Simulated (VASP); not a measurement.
# BeS4 (P6/mmm) in VASP: notebook

BeS4 is run at these levels: PBE; tasks: single point, relaxation of cell and atoms.

All numbers are computed with VASP 6.6.1; they aren't measurements. Logs are shortened: lines on timing, memory, paths and dates and some standing lists are left out, and cuts for length are marked.

## Step 1: The cell of the first run

It takes space group P6/mmm (No. 191, hexagonal). The conventional cell has a = 5.096 Å, b = 5.096 Å, c = 4.905 Å, α = 90.00°, β = 90.00°, γ = 120.00°. Be (site symmetry 6/mmm) has 12 S at 3.30 Å within 4.3 Å. Within 2.5 Å of S (site symmetry 3m) lie 1 S at 1.92 Å.

The cell was built from a structure type or drawn by symmetry, and may not be a known phase.

## Step 2: Single point, PBE

INCAR

```
SYSTEM = BeS4
PREC = Accurate ; ENCUT = 520
EDIFF = 1E-7 ; ISMEAR = 0
SIGMA = 0.1 ; LREAL = .FALSE.
LASPH = .TRUE. ; NELM = 60
ALGO = Normal ; ISIF = 2
LWAVE = .FALSE. ; LCHARG = .FALSE.
GGA = PE ; NBANDS = 21
```

KPOINTS

```
regular mesh
0
G
  12 12 8
  0 0 0
```

POSCAR

```
BeS4
1.0
    5.0958130390      0.0000000000      0.0000000000
   -2.5479065195      4.4131035447      0.0000000000
    0.0000000000      0.0000000000      4.9052704345
Be S
1 4
Direct
    0.0000000000      0.0000000000      0.0000000000
    0.3333333333      0.6666666667      0.6956342169
    0.3333333333      0.6666666667      0.3043657831
    0.6666666667      0.3333333333      0.3043657831
    0.6666666667      0.3333333333      0.6956342169
```

Potentials or basis: VASP PAW PBE potentials, release 64 (Be, S).

On the command line:

```
> cat potpaw_PBE.64/Be/POTCAR potpaw_PBE.64/S/POTCAR > POTCAR
> mpirun -np 1 vasp_std > vasp.out
```

OUTCAR:

```text
SYSTEM = BeS4
   PREC = Accurate
   ENCUT = 520
   EDIFF = 1E-7
   ISMEAR = 0
   LREAL = .FALSE.
   LASPH = .TRUE.
   NELM = 60
   ISIF = 2
   GGA = PE

 ion  position               nearest neighbor table
   1  0.000  0.000  0.000-
   2  0.333  0.667  0.696-   3 1.92
   3  0.333  0.667  0.304-   2 1.92
   4  0.667  0.333  0.304-   5 1.92
   5  0.667  0.333  0.696-   4 1.92

  LATTYP: Found a hexagonal cell.
 ALAT       =     5.0958130390
 C/A-ratio  =     0.9626080072

  Lattice vectors:

 A1 = (   5.0958130390,   0.0000000000,   0.0000000000)
 A2 = (  -2.5479065195,   4.4131035447,   0.0000000000)
 A3 = (   0.0000000000,   0.0000000000,   4.9052704345)

Analysis of symmetry for initial positions (statically):
=====================================================================
 Subroutine PRICEL returns:
 Original cell was already a primitive cell.

 Routine SETGRP: Setting up the symmetry group for a
 hexagonal supercell.

 Subroutine GETGRP returns: Found 24 space group operations
 (whereof 24 operations were pure point group operations)
 out of a pool of 24 trial point group operations.

The static configuration has the point symmetry D_6h.

Analysis of symmetry for dynamics (positions and initial velocities):
=====================================================================
 Subroutine PRICEL returns:
 Original cell was already a primitive cell.

 Routine SETGRP: Setting up the symmetry group for a
 hexagonal supercell.

 Subroutine GETGRP returns: Found 24 space group operations
 (whereof 24 operations were pure point group operations)
 out of a pool of 24 trial point group operations.

The dynamic configuration has the point symmetry D_6h.

 Subroutine INISYM returns: Found 24 space group operations
 (whereof 24 operations are pure point group operations),
 and found     1 'primitive' translations

----------------------------------------------------------------------------------------

                                     Primitive cell

  volume of cell :     110.3114

  direct lattice vectors                    reciprocal lattice vectors
     5.095813039  0.000000000  0.000000000     0.196239539  0.113298950  0.000000000
    -2.547906520  4.413103545  0.000000000     0.000000000  0.226597901  0.000000000
     0.000000000  0.000000000  4.905270435     0.000000000  0.000000000  0.203862359

  length of vectors
     5.095813039  5.095813039  4.905270435     0.226597901  0.226597901  0.203862359

  position of ions in fractional coordinates (direct lattice)
     0.000000000  0.000000000  0.000000000
     0.333333333  0.666666667  0.695634217
     0.333333333  0.666666667  0.304365783
     0.666666667  0.333333333  0.304365783
     0.666666667  0.333333333  0.695634217

  ion indices of the primitive-cell ions
   primitive index   ion index
                 1           1
                 2           2
                 3           3
                 4           4
                 5           5

----------------------------------------------------------------------------------------

 KPOINTS: regular mesh

Automatic generation of k-mesh.
 Grid dimensions read from file:
 generate k-points for:   12   12    8

 Generating k-lattice:

  Cartesian coordinates                     Fractional coordinates (reciprocal lattice)
     0.016353295  0.009441579  0.000000000     0.083333333  0.000000000  0.000000000
     0.000000000  0.018883158  0.000000000     0.000000000  0.083333333  0.000000000
     0.000000000  0.000000000  0.025482795     0.000000000  0.000000000  0.125000000

  Length of vectors
     0.018883158  0.018883158  0.025482795

  Shift w.r.t. Gamma in fractional coordinates (k-lattice)
     0.000000000  0.000000000  0.000000000

 Subroutine IBZKPT returns following result:
 ===========================================

 Found     95 irreducible k-points:

 Following reciprocal coordinates:
            Coordinates               Weight
  0.000000  0.000000  0.000000      1.000000
  0.083333  0.000000  0.000000      6.000000
  0.166667  0.000000  0.000000      6.000000
  0.250000  0.000000  0.000000      6.000000
  0.333333  0.000000  0.000000      6.000000
  0.416667 -0.000000  0.000000      6.000000
[... 16 lines left out ...]
  0.250000  0.000000  0.125000     12.000000
  0.333333  0.000000  0.125000     12.000000
 [... further k-points ...]
   k-points           NKPTS =     95   k-points in BZ     NKDIM =     95   number of bands    NBANDS=     21
   number of dos      NEDOS =    301   number of ions     NIONS =      5
   total plane-waves  NPLWV =  57600
   dimension x,y,z NGX =    40 NGY =   40 NGZ =   36
   dimension x,y,z NGXF=    80 NGYF=   80 NGZF=   72
   ions per type =               1   4
   NGX,Y,Z   is equivalent  to a cutoff of  13.05, 13.05, 12.20 a.u.
   NGXF,Y,Z  is equivalent  to a cutoff of  26.10, 26.10, 24.40 a.u.
 SYSTEM =  BeS4
   PREC   = accura    normal or accurate (medium, high low for compatibility)
   ISTART =      0    job   : 0-new  1-cont  2-samecut
   ICHARG =      2    charge: 1-file 2-atom 10-const
   ISPIN  =      1    spin polarized calculation?
   LNONCOLLINEAR =      F non collinear calculations
   LSORBIT =      F    spin-orbit coupling
   LASPH  =      T    aspherical Exc in radial PAW
   ENCUT  =  520.0 eV  38.22 Ry    6.18 a.u.   9.47  9.47  9.12*2*pi/ulx,y,z
   NELM   =     60;   NELMIN=  2; NELMDL= -5     # of ELM steps
   EDIFF  = 0.1E-06   stopping-criterion for ELM
   LREAL  =      F    real-space projection
   EDIFFG = 0.1E-05   stopping-criterion for IOM
   NSW    =      0    number of steps for IOM
   IBRION =     -1    ionic relax: 0-MD 1-quasi-New 2-CG
   NFREE  =      0    steps in history (QN), initial steepest desc. (CG)
   ISIF   =      2    stress and relaxation
   ISYM   =      2    0-nonsym 1-usesym 2-fastsym
   POTIM  = 0.5000    time-step for ionic-motion
   TEBEG  =    0.0;   TEEND  =   0.0 temperature during run
   PSTRESS=    0.0 pullay stress
   NELECT =      26.0000    total number of electrons
   NUPDOWN=      -1.0000    fix difference up-down
   EMIN   =  10.00;   EMAX   =-10.00  energy-range for DOS
   EFERMI =   0.00;   METHOD = LEGACY
   ISMEAR =     0;   SIGMA  =   0.10  broadening in eV -4-tet -1-fermi 0-gaus
   EFERMI_NEDOS =   21; number of points for ismear=-14 and -15
   IALGO  =     38    algorithm
   IMIX   =      4    mixing-type and parameters
     AMIX     =   0.40;   BMIX     =  1.00
     AMIX_MAG =   1.60;   BMIX_MAG =  1.00
  volume/ion in A,a.u.               =      22.06       148.88
  Fermi-wavevector in a.u.,A,eV,Ry     =   1.011251  1.910988 13.913715  1.022629
  Thomas-Fermi vector in A             =   2.144290
   LORBIT       =      0    0 simple, 1 ext, 2 COOP (PROOUT), +10 PAW based schemes
   GGA     = PE    functional components
   LHFCALC =     F    Hartree Fock is set to
   AEXX    =    0.0000 exact exchange contribution
   IVDW    =     0    specifies the selected vdW correction
   LEPSILON=     F    determine dielectric tensor
   LRPA    =     F    only Hartree local field effects (RPA)
 non-spin polarized calculation
 Gauss-broadening in eV      SIGMA  =   0.10
  energy-cutoff  :      520.00
  volume of cell :      110.31
 maximum number of plane-waves:      3012
 NGX is ok and might be reduce to    40
   NGX = 19   NGY = 19   NGZ = 19

 number of electron      25.9999994 magnetization

 Free energy of the ion-electron system (eV)
  ---------------------------------------------------
  ext. energy  EPLUGINS =         0.00000000
  ---------------------------------------------------
  free energy    TOTEN  =       -16.68279390 eV

  energy without entropy =      -16.67702045  energy(sigma->0) =      -16.67990718

 E-fermi :   3.5047     XC(G=0):  -8.8241

 val. band max:        3.4977650799   @ k =   0.3333   0.3333   0.2500
 cond. band min:       3.5135644948   @ k =   0.5000   0.0000   0.5000
 fundamental gap:      0.0157994149
 Fermi energy:         3.5046872727

 k-point     1 :       0.0000    0.0000    0.0000
  band No.  band energies     occupation
      1     -13.2626      2.00000
      2     -11.6263      2.00000
      3      -7.5720      2.00000
      4      -5.5499      2.00000
      5      -3.7327      2.00000
      6      -2.1407      2.00000
[... 13 lines left out ...]
     20       8.9342      0.00000
     21       8.9780      0.00000

 k-point     2 :       0.0833    0.0000    0.0000
  band No.  band energies     occupation
      1     -13.2419      2.00000
      2     -11.6569      2.00000
      3      -7.5477      2.00000
      4      -5.5913      2.00000
      5      -3.7108      2.00000
      6      -2.1821      2.00000
[... 13 lines left out ...]
     20       9.0309      0.00000
     21       9.1393      0.00000

 k-point     3 :       0.1667    0.0000    0.0000
  band No.  band energies     occupation
      1     -13.1811      2.00000
      2     -11.7444      2.00000
      3      -7.4765      2.00000
      4      -5.7085      2.00000
      5      -3.6467      2.00000
      6      -2.2856      2.00000
[... 13 lines left out ...]
     20       9.2595      0.00000
     21       9.4760      0.00000
[... 457 lines left out ...]
 k-point    23 :       0.2500    0.0000    0.1250
  band No.  band energies     occupation
      1     -13.0558      2.00000
      2     -11.8525      2.00000
      3      -7.5935      2.00000
      4      -6.0923      2.00000
      5      -3.1688      2.00000
      6      -2.3632      2.00000
[... 13 lines left out ...]
     20       9.5662      0.00000
     21       9.7674      0.00000

 k-point    24 :       0.3333    0.0000    0.1250
  band No.  band energies     occupation
      1     -12.9351      2.00000
      2     -12.0082      2.00000
      3      -7.4477      2.00000
      4      -6.2972      2.00000
      5      -3.0444      2.00000
      6      -2.4712      2.00000
[... 13 lines left out ...]
     20       9.4040      0.00000
     21       9.7935      0.00000

 [... further k-points ...]

------------------------ aborting loop because EDIFF is reached ----------------------------------------

  FORCE on cell =-STRESS in cart. coord.  units (eV):
  Direction    XX          YY          ZZ          XY          YZ          ZX
  --------------------------------------------------------------------------------------
  -------------------------------------------------------------------------------------
  Total       -0.0512370     -0.0512370     -0.8621056     -0.0000000      0.0000000      0.0000000
  in kB       -0.7441729     -0.7441729    -12.5213313     -0.0000000      0.0000000      0.0000000
  external PRESSURE =      -4.6698924 kB  Pullay stress =       0.0000000 kB

 VOLUME and BASIS-vectors are now :
 -----------------------------------------------------------------------------
  energy-cutoff  :      520.00
  volume of cell :      110.31
      direct lattice vectors                 reciprocal lattice vectors
     5.095813039  0.000000000  0.000000000     0.196239539  0.113298950  0.000000000
    -2.547906520  4.413103545  0.000000000     0.000000000  0.226597901  0.000000000
     0.000000000  0.000000000  4.905270435     0.000000000  0.000000000  0.203862359

 POSITION                                       TOTAL-FORCE (eV/Angst)
 -----------------------------------------------------------------------------------
      0.00000      0.00000      0.00000        -0.000000      0.000000      0.000000
     -0.00000      2.94207      3.41227         0.000000     -0.000000     -0.228279
     -0.00000      2.94207      1.49300         0.000000     -0.000000      0.228279
      2.54791      1.47103      1.49300        -0.000000      0.000000      0.228279
      2.54791      1.47103      3.41227        -0.000000      0.000000     -0.228279
 -----------------------------------------------------------------------------------
    total drift:                                0.000000     -0.000000     -0.000000

  FREE ENERGIE OF THE ION-ELECTRON SYSTEM (eV)
  ---------------------------------------------------
  free  energy   TOTEN  =       -16.6827938973 eV

  energy  without entropy=      -16.6770204533  energy(sigma->0) =      -16.67990718
```

Run time: 2.8 min. Hardware: 1 thread of AMD EPYC 7R13 (Zen 3), shared host; peak memory 0.3 GiB.

Results:

| Property | Result |
| --- | --- |
| Free energy | -16.6828 eV |
| Pressure | -0.5 GPa |
| Largest force | 0.228 eV/Å |
| Band gap on the k mesh | zero (bands 13 and 14 overlap by 1.02 eV) |

Forces on the atoms (eV/Å):
```
Be   0.000  0.000  0.000
S    0.000  0.000 -0.228
S    0.000  0.000  0.228
S    0.000  0.000  0.228
S    0.000  0.000 -0.228
```

Levels at points of the mesh, in eV from the Fermi level:
```tsv
k point	band 10	band 11	band 12	band 13	band 14	band 15	band 16	band 17
(0.00, 0.00, 0.00)	-3.09	-1.58	-1.58	-0.51	0.96	0.96	3.19	3.19
(0.50, 0.00, 0.00)	-1.97	-1.95	-1.33	-0.46	0.92	1.81	2.35	3.59
(0.00, 0.00, 0.50)	-2.62	-2.57	-2.57	-0.77	-0.57	-0.57	1.71	1.99
(0.50, 0.00, 0.50)	-3.21	-2.58	-1.70	0.01	1.12	1.13	1.44	2.51
```

[end of part 1 of 2]
